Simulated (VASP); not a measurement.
# GaN (F-43m) in VASP: notebook, part 2 of 2

VASP 6.6.1. The steps go on from the part before.

## 5. Single point, RPBE+D4

This run uses another cell than the first one, of 11.24 Å³/atom, 0.983 times its volume.

File INCAR:

```
  PREC = Accurate
  ENCUT = 520
  EDIFF = 1E-6
  ISMEAR = -1
  SIGMA = 0.05
  LREAL = F
  LASPH = T
  NELM = 100
  ALGO = Normal
  ISIF = 2
  LWAVE = F
  LCHARG = T
  GGA = RP
  IVDW = 13
  LELF = T
  LVHAR = T
  NBANDS = 16
```

File KPOINTS:

```
regular mesh
0
Gamma
  10 10 10
```

File POSCAR:

```
GaN
1.0
    0.0000000000      2.2402931552      2.2402931552
    2.2402931552      0.0000000000      2.2402931552
    2.2402931552      2.2402931552      0.0000000000
Ga N
1 1
Direct
    0.0000000000      0.0000000000      0.0000000000
    0.2500000000      0.2500000000      0.2500000000
```

Potentials or basis: VASP PAW PBE potentials, release 64 (Ga_d, N).

Launch:

```sh
$ cat potpaw_PBE.64/Ga_d/POTCAR potpaw_PBE.64/N/POTCAR > POTCAR
$ mpirun -np 1 vasp_std > vasp.out
```

OUTCAR:

```text
PREC = Accurate
   ENCUT = 520
   EDIFF = 1E-6
   ISMEAR = -1
   LREAL = F
   LASPH = T
   NELM = 100
   ISIF = 2
   GGA = RP
   IVDW = 13

 ion  position               nearest neighbor table
   1  0.000  0.000  0.000-   2 1.94   2 1.94   2 1.94   2 1.94
   2  0.250  0.250  0.250-   1 1.94   1 1.94   1 1.94   1 1.94

  LATTYP: Found a face centered cubic cell.
 ALAT       =     4.4805863104

  Lattice vectors:

 A1 = (   0.0000000000,   2.2402931552,   2.2402931552)
 A2 = (   2.2402931552,   0.0000000000,   2.2402931552)
[... 641 lines left out ...]

  DFT-D4 for vdW energy calculation

  Edisp (eV):   -1.64359

  FORCE on cell =-STRESS in cart. coord.  units (eV):
  Direction    XX          YY          ZZ          XY          YZ          ZX
  --------------------------------------------------------------------------------------
  -------------------------------------------------------------------------------------
  Total      -0.03979    -0.03979    -0.03979    -0.00000     0.00000     0.00000
  in kB      -2.83463    -2.83463    -2.83463    -0.00000     0.00000     0.00000
  external pressure =       -2.83 kB  Pullay stress =        0.00 kB

 VOLUME and BASIS-vectors are now :
 -----------------------------------------------------------------------------
  energy-cutoff  :      520.00
  volume of cell :       22.49
      direct lattice vectors                 reciprocal lattice vectors
     0.000000000  2.240293155  2.240293155    -0.223185077  0.223185077  0.223185077
     2.240293155  0.000000000  2.240293155     0.223185077 -0.223185077  0.223185077
     2.240293155  2.240293155  0.000000000     0.223185077  0.223185077 -0.223185077

 POSITION                                       TOTAL-FORCE (eV/Angst)
 -----------------------------------------------------------------------------------
      0.00000      0.00000      0.00000        -0.000000     -0.000000     -0.000000
      1.12015      1.12015      1.12015         0.000000      0.000000      0.000000
 -----------------------------------------------------------------------------------
    total drift:                                0.000001      0.000001      0.000001

  FREE ENERGIE OF THE ION-ELECTRON SYSTEM (eV)
  ---------------------------------------------------
  free  energy   TOTEN  =       -12.9204442576 eV

  energy  without entropy=      -12.9204442575  energy(sigma->0) =      -12.92044426
```

stdout:

```text
POSCAR found type information on POSCAR GaN
 POSCAR found :  2 types and       2 ions
 scaLAPACK will be used
 -----------------------------------------------------------------------------
|                                                                             |
|                                                                             |
|     You enforced a specific xc type in the INCAR file but a different       |
|     I HOPE YOU KNOW WHAT YOU ARE DOING!                                     |
|                                                                             |
 -----------------------------------------------------------------------------

 LDA part: xc-table for (Slater+PW92), standard interpolation
 POSCAR, INCAR and KPOINTS ok, starting setup
 FFT: planning ... GRIDC
 FFT: planning ... GRID_SOFT
 FFT: planning ... GRID
 WAVECAR not read
 entering main loop
```

It took 18 s on 1 thread of AMD EPYC 7R43 (Zen 3), shared host; peak memory 0.11 GiB.

What came out:

- Free energy: -12.9204 eV
- Pressure: -0.3 GPa
- Band gap on the k mesh: 1.89 eV, direct
- Dispersion energy per atom: -0.822 eV

Caveat: the PAW data sets were made with another functional, which shifts forces and pressure a little.

## 6. Single point, revPBE+D3(BJ)

This run uses another cell than the first one, of 11.48 Å³/atom, 1.004 times its volume.

File INCAR:

```
PREC     = Accurate       # precision mode
ENCUT    = 520            # plane-wave cutoff, eV
EDIFF    = 1E-7           # SCF threshold, eV
ISMEAR   = -1             # smearing method
SIGMA    = 0.05           # smearing width, eV
LREAL    = F              # projectors in reciprocal space
LASPH    = T              # aspherical terms in the spheres
NELM     = 60             # most SCF steps
ALGO     = Normal         # electronic algorithm
ISIF     = 2              # what is computed and relaxed
LWAVE    = F              # write WAVECAR
LCHARG   = F              # write CHGCAR
GGA      = RE             # functional
IVDW     = 12             # dispersion correction
NBANDS   = 16             # bands
```

File KPOINTS:

```
Automatic mesh
0
Gamma
  10 10 10
```

File POSCAR:

```
GaN
1.0
    0.0000000000      2.2561636267      2.2561636267
    2.2561636267      0.0000000000      2.2561636267
    2.2561636267      2.2561636267      0.0000000000
Ga N
1 1
Direct
    0.0000000000      0.0000000000      0.0000000000
    0.2500000000      0.2500000000      0.2500000000
```

Potentials or basis: VASP PAW PBE potentials, release 64 (Ga_d, N).

Launch:

```sh
$ cat potpaw_PBE.64/Ga_d/POTCAR potpaw_PBE.64/N/POTCAR > POTCAR
$ mpirun -np 1 vasp_std > vasp.out
```

OUTCAR:

```text
PREC = Accurate
   ENCUT = 520
   EDIFF = 1E-7
   ISMEAR = -1
   LREAL = F
   LASPH = T
   NELM = 60
   ISIF = 2
   GGA = RE
   IVDW = 12
 IVDW          = 12

 ion  position               nearest neighbor table
   1  0.000  0.000  0.000-   2 1.95   2 1.95   2 1.95   2 1.95
   2  0.250  0.250  0.250-   1 1.95   1 1.95   1 1.95   1 1.95

  LATTYP: Found a face centered cubic cell.
 ALAT       =     4.5123272534

  Lattice vectors:

 A1 = (   0.0000000000,   2.2561636267,   2.2561636267)
 A2 = (   2.2561636267,   0.0000000000,   2.2561636267)
 A3 = (   2.2561636267,   2.2561636267,   0.0000000000)

Analysis of symmetry for initial positions (statically):
=====================================================================
 Subroutine PRICEL returns:
 Original cell was already a primitive cell.

 Routine SETGRP: Setting up the symmetry group for a
 face centered cubic supercell.

 Subroutine GETGRP returns: Found 24 space group operations
 (whereof 24 operations were pure point group operations)
 out of a pool of 48 trial point group operations.

The static configuration has the point symmetry T_d .

Analysis of symmetry for dynamics (positions and initial velocities):
=====================================================================
 Subroutine PRICEL returns:
 Original cell was already a primitive cell.

 Routine SETGRP: Setting up the symmetry group for a
 face centered cubic supercell.

 Subroutine GETGRP returns: Found 24 space group operations
 (whereof 24 operations were pure point group operations)
 out of a pool of 48 trial point group operations.

The dynamic configuration has the point symmetry T_d .

 Subroutine INISYM returns: Found 24 space group operations
 (whereof 24 operations are pure point group operations),
 and found     1 'primitive' translations

[... 111 lines left out ...]
   IALGO  =     38    algorithm
   IMIX   =      4    mixing-type and parameters
     AMIX     =   0.40;   BMIX     =  1.00
     AMIX_MAG =   1.60;   BMIX_MAG =  1.00
  volume/ion in A,a.u.               =      11.48        77.50
  Fermi-wavevector in a.u.,A,eV,Ry     =   1.509333  2.852226 30.995244  2.278086
  Thomas-Fermi vector in A             =   2.619669
   LORBIT       =      0    0 simple, 1 ext, 2 COOP (PROOUT), +10 PAW based schemes
   GGA     = RE    functional components
   LHFCALC =     F    Hartree Fock is set to
   AEXX    =    0.0000 exact exchange contribution
   IVDW    =    12    specifies the selected vdW correction
   LEPSILON=     F    determine dielectric tensor
   LRPA    =     F    only Hartree local field effects (RPA)
 non-spin polarized calculation
  energy-cutoff  :      520.00
  volume of cell :       22.97
 maximum number of plane-waves:       636
   NGX = 11   NGY = 11   NGZ = 11

 number of electron      18.0000001 magnetization

 Free energy of the ion-electron system (eV)
  ---------------------------------------------------
  ext. energy  EPLUGINS =         0.00000000
  ---------------------------------------------------
  free energy    TOTEN  =       -11.44097998 eV

  energy without entropy =      -11.44097998  energy(sigma->0) =      -11.44097998

 E-fermi :   6.2506     XC(G=0): -11.5047

 val. band max:        5.3422867244   @ k =   0.0000   0.0000   0.0000
 cond. band min:       7.0824693191   @ k =   0.0000   0.0000   0.0000
 fundamental gap:      1.7401825947
 Fermi energy:         6.2506115482

 k-point     1 :       0.0000    0.0000    0.0000
  band No.  band energies     occupation
      1     -10.5908      2.00000
      2      -8.1000      2.00000
      3      -8.1000      2.00000
      4      -8.1000      2.00000
      5      -7.7841      2.00000
      6      -7.7841      2.00000
[... 433 lines left out ...]
      3      -7.8784      2.00000
      4      -7.8783      2.00000
      5      -7.7245      2.00000
      6      -6.8693      2.00000
[... 8 lines left out ...]
     15      27.6520      0.00000
     16      27.7535      0.00000

 [... further k-points ...]

------------------------ aborting loop because EDIFF is reached ----------------------------------------

 Edisp (eV)   -0.97924

 E8    (eV) :    -0.6590

  FORCE on cell =-STRESS in cart. coord.  units (eV):
  Direction    XX          YY          ZZ          XY          YZ          ZX
  --------------------------------------------------------------------------------------
  -------------------------------------------------------------------------------------
  Total      -0.02001    -0.02001    -0.02001    -0.00000     0.00000    -0.00000
  in kB      -1.39556    -1.39556    -1.39556    -0.00000     0.00000    -0.00000
  external pressure =       -1.40 kB  Pullay stress =        0.00 kB

 VOLUME and BASIS-vectors are now :
 -----------------------------------------------------------------------------
  energy-cutoff  :      520.00
  volume of cell :       22.97
      direct lattice vectors                 reciprocal lattice vectors
     0.000000000  2.256163627  2.256163627    -0.221615132  0.221615132  0.221615132
     2.256163627  0.000000000  2.256163627     0.221615132 -0.221615132  0.221615132
     2.256163627  2.256163627  0.000000000     0.221615132  0.221615132 -0.221615132

 POSITION                                       TOTAL-FORCE (eV/Angst)
 -----------------------------------------------------------------------------------
      0.00000      0.00000      0.00000         0.000000      0.000000      0.000000
      1.12808      1.12808      1.12808        -0.000000     -0.000000     -0.000000
 -----------------------------------------------------------------------------------
    total drift:                                0.000001      0.000001      0.000001

  FREE ENERGIE OF THE ION-ELECTRON SYSTEM (eV)
  ---------------------------------------------------
  free  energy   TOTEN  =       -12.4202196036 eV

  energy  without entropy=      -12.4202196033  energy(sigma->0) =      -12.42021960
```

Run time: 20 s. Hardware: 1 thread of AMD EPYC 7R43 (Zen 3), shared host; peak memory 0.12 GiB.

What came out:

| Property | Result |
| --- | --- |
| Free energy | -12.4202 eV |
| Pressure | -0.1 GPa |
| Band gap on the k mesh | 1.74 eV, direct |
| Dispersion energy per atom | -0.490 eV |

Caveat: the PAW data sets were made with another functional, which shifts forces and pressure a little. A hybrid or GW would open this gap; revPBE tends to underestimate it.

## 7. The runs side by side

| level | cell | smearing | gap on the mesh (eV) | pressure (GPa) |
| --- | --- | --- | --- | --- |
| PBE | a = 3.187 Å, angles 60.0°, 2 atoms | gaussian 0.02 eV | 1.72 | 5.1 |
| PBE | a = 3.187 Å, angles 60.0°, 2 atoms | gaussian 0.021 eV | 1.72 | 5.1 |
| PBE | a = 3.187 Å, angles 60.0°, 2 atoms | gaussian 0.022 eV | 1.72 | 5.1 |
| RPBE+D4 | a = 3.168 Å, angles 60.0°, 2 atoms | fermi-dirac 0.05 eV | 1.89 | -0.3 |
| revPBE+D3(BJ) | a = 3.191 Å, angles 60.0°, 2 atoms | fermi-dirac 0.05 eV | 1.74 | -0.1 |

Alike in all rows: task single point; potentials or basis VASP PAW PBE potentials, release 64 (Ga_d, N); no spin polarisation; k mesh 10 × 10 × 10; cutoff (eV) 520.

On the cell as given the gap runs from 1.72 eV (PBE) to 1.72 eV (PBE).

Caveats: the PAW data sets were made with another functional, which shifts forces and pressure a little (some runs).

Total energies depend on the potentials used, so only differences within one code and one set of settings carry meaning.
